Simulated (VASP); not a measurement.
Wanted: the native input for a VASP 6.6.1 run.

| Property | Result |
| --- | --- |
| Task | single point |
| Functional | PBE |
| Potentials or basis | VASP PAW PBE potentials, release 64 (Ga_d, As_d) |
| Cutoff | 600 eV |
| k mesh | 8 × 8 × 8 |
| Occupations | fermi-dirac, width 0.02 eV |
| Spin | no spin polarisation |
| Dipole correction | no |
| Second run | valence_matched |
| Further INCAR settings | ALGO = Normal; EDIFF = 1e-06; NBANDS = 21 |

The structure of GaAs lies in POSCAR:

```
GaAs
1.0
    0.0000000000      2.8330850955      2.8330850955
    2.8330850955      0.0000000000      2.8330850955
    2.8330850955      2.8330850955      0.0000000000
Ga As
1 1
Direct
    0.0000000000      0.0000000000      0.0000000000
    0.2500000000      0.2500000000      0.2500000000
```

These files were run (other wordings do the same):

INCAR

```
SYSTEM = GaAs
PREC = Accurate
ENCUT = 600
EDIFF = 1E-6
ISMEAR = -1
SIGMA = 0.02
LREAL = .False.
LASPH = .True.
NELM = 120
ALGO = Normal
ISIF = 2
LWAVE = .False.
LCHARG = .False.
GGA = PE
NBANDS = 21
GGA_COMPAT = .False.
```

KPOINTS

```
Automatic mesh
0
Gamma
  8 8 8
  0 0 0
```

Potentials or basis: VASP PAW PBE potentials, release 64 (Ga_d, As_d).

Command:

```bash
$ cat potpaw_PBE.64/Ga_d/POTCAR potpaw_PBE.64/As_d/POTCAR > POTCAR
$ mpirun -np 1 vasp_std > vasp.out
```

It gave:

```json
{
  "Pressure": "2.7 GPa",
  "Band gap on the k mesh": "0.47 eV, direct"
}
```

It took 14 s on 1 thread of Intel(R) Xeon(R) 6975P-C (Granite Rapids) (shared host), peak memory 0.19 GiB.
